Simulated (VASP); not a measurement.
# CdSe (P6_3mc) in VASP: further runs

CdSe is run at these levels: PBE, r2SCAN; tasks: single point.

All numbers are computed with VASP 6.6.1; they aren't measurements. Logs are shortened: lines on timing, memory, paths and dates and some standing lists are left out, and cuts for length are marked.

**1. The cell of the first run**

Symmetry: P6_3mc, No. 186, hexagonal system. The conventional cell has a = 4.276 Å, b = 4.276 Å, c = 6.970 Å, α = 90.00°, β = 90.00°, γ = 120.00°. Within 3.5 Å of Cd (site symmetry 3m) lie 4 Se at 2.62 Å. Se (site symmetry 3m) has 4 Cd at 2.62 Å within 3.5 Å.

**2. Single point, PBE (strain -1.5%)**

INCAR

```
PREC = Accurate
ENCUT = 520
EDIFF = 1E-6
ISMEAR = -1
SIGMA = 0.02
LREAL = False
LASPH = True
NELM = 100
ALGO = Normal
ISIF = 2
LWAVE = False
LCHARG = False
GGA = PE
NBANDS = 26
```

KPOINTS

```
regular mesh
0
Gamma
  12 12 4
```

POSCAR

```
CdSe
1.0
    4.2756128119      0.0000000000      0.0000000000
   -2.1378064059      3.7027893119      0.0000000000
    0.0000000000      0.0000000000      6.9704962865
Cd Se
2 2
Direct
    0.3333333333      0.6666666667     -0.0004760039
    0.6666666667      0.3333333333      0.4995239961
    0.3333333333      0.6666666667      0.3754760039
    0.6666666667      0.3333333333      0.8754760039
```

Potentials or basis: VASP PAW PBE potentials, release 64 (Cd, Se).

Started as:

```console
$ cat potpaw_PBE.64/Cd/POTCAR potpaw_PBE.64/Se/POTCAR > POTCAR
$ mpirun -np 1 vasp_std > vasp.out
```

OUTCAR:

```text
PREC = Accurate
   ENCUT = 520
   EDIFF = 1E-6
   ISMEAR = -1
   LREAL = False
   LASPH = True
   NELM = 100
   ISIF = 2
   GGA = PE

 ion  position               nearest neighbor table
   1  0.333  0.667  1.000-   4 2.62   4 2.62   4 2.62   3 2.62
   2  0.667  0.333  0.500-   3 2.62   3 2.62   3 2.62   4 2.62
   3  0.333  0.667  0.375-   2 2.62   2 2.62   2 2.62   1 2.62
   4  0.667  0.333  0.875-   1 2.62   1 2.62   1 2.62   2 2.62

  LATTYP: Found a hexagonal cell.
 ALAT       =     4.2756128119
 C/A-ratio  =     1.6302917484

  Lattice vectors:

 A1 = (   4.2756128119,   0.0000000000,   0.0000000000)
 A2 = (  -2.1378064059,   3.7027893119,   0.0000000000)
 A3 = (   0.0000000000,   0.0000000000,   6.9704962865)

Analysis of symmetry for initial positions (statically):
=====================================================================
 Subroutine PRICEL returns:
 Original cell was already a primitive cell.

 Routine SETGRP: Setting up the symmetry group for a
 hexagonal supercell.

 Subroutine GETGRP returns: Found 12 space group operations
 (whereof  6 operations were pure point group operations)
 out of a pool of 24 trial point group operations.

The static configuration has the point symmetry C_3v.
 The point group associated with its full space group is C_6v.

Analysis of symmetry for dynamics (positions and initial velocities):
=====================================================================
 Subroutine PRICEL returns:
 Original cell was already a primitive cell.

 Routine SETGRP: Setting up the symmetry group for a
 hexagonal supercell.

 Subroutine GETGRP returns: Found 12 space group operations
 (whereof  6 operations were pure point group operations)
 out of a pool of 24 trial point group operations.

The dynamic configuration has the point symmetry C_3v.
 The point group associated with its full space group is C_6v.

 Subroutine INISYM returns: Found 12 space group operations
 (whereof  6 operations are pure point group operations),
 and found     1 'primitive' translations

----------------------------------------------------------------------------------------

                                     Primitive cell

  volume of cell :     110.3548

  direct lattice vectors                    reciprocal lattice vectors
     4.275612812  0.000000000  0.000000000     0.233884602  0.135033338  0.000000000
    -2.137806406  3.702789312  0.000000000     0.000000000  0.270066676  0.000000000
     0.000000000  0.000000000  6.970496287     0.000000000  0.000000000  0.143461808

  length of vectors
     4.275612812  4.275612812  6.970496287     0.270066676  0.270066676  0.143461808

  position of ions in fractional coordinates (direct lattice)
     0.333333333  0.666666667  0.999523996
     0.666666667  0.333333333  0.499523996
     0.333333333  0.666666667  0.375476004
     0.666666667  0.333333333  0.875476004

  ion indices of the primitive-cell ions
   primitive index   ion index
                 1           1
                 2           2
                 3           3
                 4           4

----------------------------------------------------------------------------------------

 KPOINTS: regular mesh

Automatic generation of k-mesh.
 Grid dimensions read from file:
 generate k-points for:   12   12    4

 Generating k-lattice:

  Cartesian coordinates                     Fractional coordinates (reciprocal lattice)
     0.019490383  0.011252778  0.000000000     0.083333333  0.000000000  0.000000000
     0.000000000  0.022505556  0.000000000     0.000000000  0.083333333  0.000000000
     0.000000000  0.000000000  0.035865452     0.000000000  0.000000000  0.250000000

  Length of vectors
     0.022505556  0.022505556  0.035865452

  Shift w.r.t. Gamma in fractional coordinates (k-lattice)
     0.000000000  0.000000000  0.000000000

 Subroutine IBZKPT returns following result:
 ===========================================

 Found     57 irreducible k-points:

 Following reciprocal coordinates:
            Coordinates               Weight
  0.000000  0.000000  0.000000      1.000000
  0.083333  0.000000  0.000000      6.000000
  0.166667  0.000000  0.000000      6.000000
  0.250000  0.000000  0.000000      6.000000
  0.333333  0.000000  0.000000      6.000000
  0.416667  0.000000  0.000000      6.000000
[... 16 lines left out ...]
  0.250000  0.000000  0.250000     12.000000
  0.333333  0.000000  0.250000     12.000000
 [... further k-points ...]
   k-points           NKPTS =     57   k-points in BZ     NKDIM =     57   number of bands    NBANDS=     26
   number of dos      NEDOS =    301   number of ions     NIONS =      4
   total plane-waves  NPLWV =  55296
   dimension x,y,z NGX =    32 NGY =   32 NGZ =   54
   dimension x,y,z NGXF=    64 NGYF=   64 NGZF=  108
   ions per type =               2   2
   NGX,Y,Z   is equivalent  to a cutoff of  12.44, 12.44, 12.88 a.u.
   NGXF,Y,Z  is equivalent  to a cutoff of  24.88, 24.88, 25.76 a.u.
 SYSTEM =  unknown system
   PREC   = accura    normal or accurate (medium, high low for compatibility)
   ISTART =      0    job   : 0-new  1-cont  2-samecut
   ICHARG =      2    charge: 1-file 2-atom 10-const
   ISPIN  =      1    spin polarized calculation?
   LNONCOLLINEAR =      F non collinear calculations
   LSORBIT =      F    spin-orbit coupling
   LASPH  =      T    aspherical Exc in radial PAW
   ENCUT  =  520.0 eV  38.22 Ry    6.18 a.u.   7.95  7.95 12.96*2*pi/ulx,y,z
   NELM   =    100;   NELMIN=  2; NELMDL= -5     # of ELM steps
   EDIFF  = 0.1E-05   stopping-criterion for ELM
   LREAL  =      F    real-space projection
   EDIFFG = 0.1E-04   stopping-criterion for IOM
   NSW    =      0    number of steps for IOM
   IBRION =     -1    ionic relax: 0-MD 1-quasi-New 2-CG
   NFREE  =      0    steps in history (QN), initial steepest desc. (CG)
   ISIF   =      2    stress and relaxation
   ISYM   =      2    0-nonsym 1-usesym 2-fastsym
   POTIM  = 0.5000    time-step for ionic-motion
   TEBEG  =    0.0;   TEEND  =   0.0 temperature during run
   PSTRESS=    0.0 pullay stress
   NELECT =      36.0000    total number of electrons
   NUPDOWN=      -1.0000    fix difference up-down
   EMIN   =  10.00;   EMAX   =-10.00  energy-range for DOS
   EFERMI =   0.00;   METHOD = LEGACY
   ISMEAR =    -1;   SIGMA  =   0.02  broadening in eV -4-tet -1-fermi 0-gaus
   EFERMI_NEDOS =   21; number of points for ismear=-14 and -15
   IALGO  =     38    algorithm
   IMIX   =      4    mixing-type and parameters
     AMIX     =   0.40;   BMIX     =  1.00
     AMIX_MAG =   1.60;   BMIX_MAG =  1.00
  volume/ion in A,a.u.               =      27.59       186.18
  Fermi-wavevector in a.u.,A,eV,Ry     =   1.126969  2.129663 17.280204  1.270059
  Thomas-Fermi vector in A             =   2.263653
   LORBIT       =      0    0 simple, 1 ext, 2 COOP (PROOUT), +10 PAW based schemes
   GGA     = PE    functional components
[... 5 lines left out ...]
 non-spin polarized calculation
  energy-cutoff  :      520.00
  volume of cell :      110.35
 maximum number of plane-waves:      3006
 NGX is ok and might be reduce to    32
   NGX = 15   NGY = 15   NGZ = 25

 number of electron      35.9999998 magnetization

 Free energy of the ion-electron system (eV)
  ---------------------------------------------------
  ext. energy  EPLUGINS =         0.00000000
  ---------------------------------------------------
  free energy    TOTEN  =       -10.87752041 eV

  energy without entropy =      -10.87752041  energy(sigma->0) =      -10.87752041

 E-fermi :   1.4731     XC(G=0):  -8.9684

 val. band max:        1.1006326767   @ k =   0.0000   0.0000   0.0000
 cond. band min:       1.8122049958   @ k =   0.0000   0.0000   0.0000
 fundamental gap:      0.7115723191
 Fermi energy:         1.4731353743

 k-point     1 :       0.0000    0.0000    0.0000
  band No.  band energies     occupation
      1     -11.6107      2.00000
      2     -11.2150      2.00000
      3      -6.8921      2.00000
      4      -6.8859      2.00000
      5      -6.8859      2.00000
      6      -6.8143      2.00000
[... 18 lines left out ...]
     25       8.1426      0.00000
     26       8.8999      0.00000

 k-point     2 :       0.0833    0.0000    0.0000
  band No.  band energies     occupation
      1     -11.5879      2.00000
      2     -11.2044      2.00000
      3      -6.8860      2.00000
      4      -6.8774      2.00000
      5      -6.8684      2.00000
      6      -6.8045      2.00000
[... 18 lines left out ...]
     25       8.3142      0.00000
     26       8.7531      0.00000

 k-point     3 :       0.1667    0.0000    0.0000
  band No.  band energies     occupation
      1     -11.5243      2.00000
      2     -11.1765      2.00000
      3      -6.8654      2.00000
      4      -6.8555      2.00000
      5      -6.8204      2.00000
      6      -6.7737      2.00000
[... 18 lines left out ...]
     25       8.4189      0.00000
     26       8.7877      0.00000

 k-point     4 :       0.2500    0.0000    0.0000
  band No.  band energies     occupation
      1     -11.4335      2.00000
      2     -11.1413      2.00000
      3      -6.8402      2.00000
      4      -6.8291      2.00000
      5      -6.7526      2.00000
      6      -6.7278      2.00000
[... 18 lines left out ...]
     25       8.5847      0.00000
     26       9.1097      0.00000
[... 496 lines left out ...]
      1     -11.4721      2.00000
      2     -11.2256      2.00000
      3      -6.8491      2.00000
      4      -6.8449      2.00000
      5      -6.8026      2.00000
      6      -6.7853      2.00000
[... 18 lines left out ...]
     25       8.4724      0.00000
     26       8.4788      0.00000

 k-point    23 :       0.2500    0.0000    0.2500
  band No.  band energies     occupation
      1     -11.3886      2.00000
      2     -11.1814      2.00000
      3      -6.8280      2.00000
      4      -6.8151      2.00000
      5      -6.7623      2.00000
      6      -6.7434      2.00000
[... 18 lines left out ...]
     25       8.5590      0.00000
     26       9.1123      0.00000

 k-point    24 :       0.3333    0.0000    0.2500
  band No.  band energies     occupation
      1     -11.3001      2.00000
      2     -11.1412      2.00000
      3      -6.8128      2.00000
      4      -6.7896      2.00000
      5      -6.7267      2.00000
      6      -6.7026      2.00000
[... 18 lines left out ...]
     25       8.6860      0.00000
     26       9.7911      0.00000

 [... further k-points ...]

------------------------ aborting loop because EDIFF is reached ----------------------------------------

  FORCE on cell =-STRESS in cart. coord.  units (eV):
  Direction    XX          YY          ZZ          XY          YZ          ZX
  --------------------------------------------------------------------------------------
  -------------------------------------------------------------------------------------
  Total        2.9881507      2.9881507      3.0485701      0.0000000      0.0000000      0.0000000
  in kB       43.3832427     43.3832427     44.2604373      0.0000000      0.0000000      0.0000000
  external PRESSURE =      43.6756409 kB  Pullay stress =       0.0000000 kB

 VOLUME and BASIS-vectors are now :
 -----------------------------------------------------------------------------
  energy-cutoff  :      520.00
  volume of cell :      110.35
      direct lattice vectors                 reciprocal lattice vectors
     4.275612812  0.000000000  0.000000000     0.233884602  0.135033338  0.000000000
    -2.137806406  3.702789312  0.000000000     0.000000000  0.270066676  0.000000000
     0.000000000  0.000000000  6.970496287     0.000000000  0.000000000  0.143461808

 POSITION                                       TOTAL-FORCE (eV/Angst)
 -----------------------------------------------------------------------------------
     -0.00000      2.46853      6.96718        -0.000000      0.000000      0.005527
      2.13781      1.23426      3.48193         0.000000     -0.000000      0.005527
     -0.00000      2.46853      2.61725        -0.000000      0.000000     -0.005527
      2.13781      1.23426      6.10250         0.000000     -0.000000     -0.005527
 -----------------------------------------------------------------------------------
    total drift:                               -0.000000     -0.000000      0.000285

  FREE ENERGIE OF THE ION-ELECTRON SYSTEM (eV)
  ---------------------------------------------------
  free  energy   TOTEN  =       -10.8775204150 eV

  energy  without entropy=      -10.8775204149  energy(sigma->0) =      -10.87752041
```

Wall time 62 s (1 thread of Intel Xeon 6975P-C (Granite Rapids), shared host); peak memory 0.31 GiB.

What came out:

* Free energy: -10.8775 eV
* Pressure: 4.4 GPa
* Largest force: 0.006 eV/Å
* Band gap on the k mesh: 0.71 eV

Forces on the atoms (eV/Å):
```
Cd   0.000  0.000  0.006
Cd   0.000  0.000  0.006
Se   0.000  0.000 -0.006
Se   0.000  0.000 -0.006
```

Stress tensor (GPa, compression positive):
```
4.34 0.00 0.00
0.00 4.34 0.00
0.00 0.00 4.43
```

Levels at points of the mesh, in eV from the valence-band top:
| k point | band 15 | band 16 | band 17 | band 18 | band 19 | band 20 | band 21 | band 22 |
| --- | --- | --- | --- | --- | --- | --- | --- | --- |
| (0.00, 0.00, 0.00) | -0.79 | -0.05 | 0.00 | 0.00 | 0.71 | 2.22 | 5.86 | 5.86 |
| (0.50, 0.00, 0.00) | -2.75 | -1.93 | -1.39 | -0.79 | 3.26 | 3.32 | 4.77 | 6.22 |
| (0.00, 0.00, 0.50) | -0.42 | -0.42 | -0.42 | -0.42 | 2.41 | 2.41 | 5.89 | 5.89 |
| (0.50, 0.00, 0.50) | -1.41 | -1.41 | -1.40 | -1.40 | 2.95 | 2.95 | 4.85 | 4.85 |

Caveat: the cell differs from its parent crystal (strain -1.5%); the cell stands under pressure.

**3. Single point, PBE**

This run uses another cell than the first one, of 28.87 Å³/atom.

INCAR

```
PREC     = Accurate       # precision mode
ENCUT    = 520            # plane-wave cutoff, eV
EDIFF    = 1E-6           # SCF threshold, eV
ISMEAR   = -1             # smearing method
SIGMA    = 0.02           # smearing width, eV
LREAL    = False          # projectors in reciprocal space
LASPH    = True           # aspherical terms in the spheres
NELM     = 60             # most SCF steps
ALGO     = Normal         # electronic algorithm
ISIF     = 2              # what is computed and relaxed
LWAVE    = False          # write WAVECAR
LCHARG   = False          # write CHGCAR
GGA      = PE             # functional
NBANDS   = 26             # bands
```

KPOINTS

```
Automatic mesh
0
Gamma
  12 12 4
```

POSCAR

```
CdSe
1.0
    4.3407236669      0.0000000000      0.0000000000
   -2.1703618334      3.7591769664      0.0000000000
    0.0000000000      0.0000000000      7.0766459761
Cd Se
2 2
Direct
    0.3333333333      0.6666666667     -0.0004760039
    0.6666666667      0.3333333333      0.4995239961
    0.3333333333      0.6666666667      0.3754760039
    0.6666666667      0.3333333333      0.8754760039
```

Potentials or basis: VASP PAW PBE potentials, release 64 (Cd, Se).

Started as:

```console
$ cat potpaw_PBE.64/Cd/POTCAR potpaw_PBE.64/Se/POTCAR > POTCAR
$ mpirun -np 1 vasp_std > vasp.out
```

It took 62 s on 1 thread of Intel Xeon 6975P-C (Granite Rapids), shared host; peak memory 0.31 GiB.

Results (log left out):

```
Free energy            : -10.9736 eV
Pressure               : 1.7 GPa
Band gap on the k mesh : 0.61 eV
```

Levels at points of the mesh, in eV from the valence-band top:
```
           k point  band 15  band 16  band 17  band 18  band 19  band 20  band 21  band 22
(0.00, 0.00, 0.00)    -0.73    -0.04     0.00     0.00     0.61     2.17     5.86     5.86
(0.50, 0.00, 0.00)    -2.55    -1.77    -1.27    -0.72     3.16     3.33     4.78     6.06
(0.00, 0.00, 0.50)    -0.38    -0.38    -0.38    -0.38     2.32     2.32     5.82     5.82
(0.50, 0.00, 0.50)    -1.30    -1.30    -1.29    -1.29     2.92     2.92     4.84     4.84
```

**4. Single point, r2SCAN (epitaxial xy strain -5.0%)**

POSCAR

```
CdSe
1.0
    4.1236874836      0.0000000000      0.0000000000
   -2.0618437418      3.5712181181      0.0000000000
    0.0000000000      0.0000000000      7.3976222539
Cd Se
2 2
Direct
    0.3333333333      0.6666666667      0.0100808337
    0.6666666667      0.3333333333      0.5100808337
    0.3333333333      0.6666666667      0.3649191663
    0.6666666667      0.3333333333      0.8649191663
```

INCAR.step1

```
PREC     = Accurate       # precision mode
ENCUT    = 520            # plane-wave cutoff, eV
ISMEAR   = 0              # smearing method
SIGMA    = 0.01           # smearing width, eV
LREAL    = F              # projectors in reciprocal space
LASPH    = T              # aspherical terms in the spheres
NELM     = 60             # most SCF steps
NBANDS   = 26             # bands
GGA      = PE             # functional
ALGO     = Normal         # electronic algorithm
EDIFF    = 1E-4           # SCF threshold, eV
LWAVE    = T              # write WAVECAR
LCHARG   = F              # write CHGCAR
```

INCAR.step2

```
PREC     = Accurate       # precision mode
ENCUT    = 520            # plane-wave cutoff, eV
EDIFF    = 1E-6           # SCF threshold, eV
ISMEAR   = 0              # smearing method
SIGMA    = 0.01           # smearing width, eV
LREAL    = F              # projectors in reciprocal space
LASPH    = T              # aspherical terms in the spheres
NELM     = 60             # most SCF steps
ALGO     = Normal         # electronic algorithm
ISIF     = 2              # what is computed and relaxed
LWAVE    = F              # write WAVECAR
LCHARG   = F              # write CHGCAR
METAGGA  = R2SCAN         # meta-GGA
LMIXTAU  = T            
NBANDS   = 26             # bands
ISTART   = 1
```

KPOINTS is that of step 3.

Started as:

```console
$ cat potpaw_PBE.64/Cd/POTCAR potpaw_PBE.64/Se/POTCAR > POTCAR
$ cp INCAR.step1 INCAR
$ mpirun -np 1 vasp_std > vasp.out
$ cp INCAR.step2 INCAR
$ mpirun -np 1 vasp_std > vasp.out
```

Run time: 3.2 min. Hardware: 1 thread of Intel Xeon 6975P-C (Granite Rapids), shared host; peak memory 0.34 GiB.

Results (log left out):

```
Free energy            : -71.6679 eV
Pressure               : 3.3 GPa
Largest force          : 0.004 eV/Å
Band gap on the k mesh : 0.88 eV
```

Forces in eV/Å, atoms in the order of the input:
```
Cd   0.000  0.000  0.004
Cd   0.000  0.000  0.004
Se   0.000  0.000 -0.004
Se   0.000  0.000 -0.004
```

Stress tensor (GPa, compression positive):
```
4.72 0.00 0.00
0.00 4.72 0.00
0.00 0.00 0.32
```

Levels at points of the mesh, in eV from the valence-band top:
```tsv
k point	band 15	band 16	band 17	band 18	band 19	band 20	band 21	band 22
(0.00, 0.00, 0.00)	-0.70	-0.60	0.00	0.00	0.88	3.30	5.93	6.69
(0.50, 0.00, 0.00)	-3.11	-1.85	-1.81	-0.79	3.37	3.97	4.48	5.86
(0.00, 0.00, 0.50)	-0.37	-0.37	-0.37	-0.37	3.00	3.00	5.96	5.96
(0.50, 0.00, 0.50)	-1.94	-1.94	-1.36	-1.36	2.89	2.89	5.23	5.23
```

Caveat: the cell differs from its parent crystal (epitaxial xy strain -5.0%); the cell stands under pressure; the PAW data sets were made with another functional, which shifts forces and pressure a little.

(Continued in part 2 of 2.)
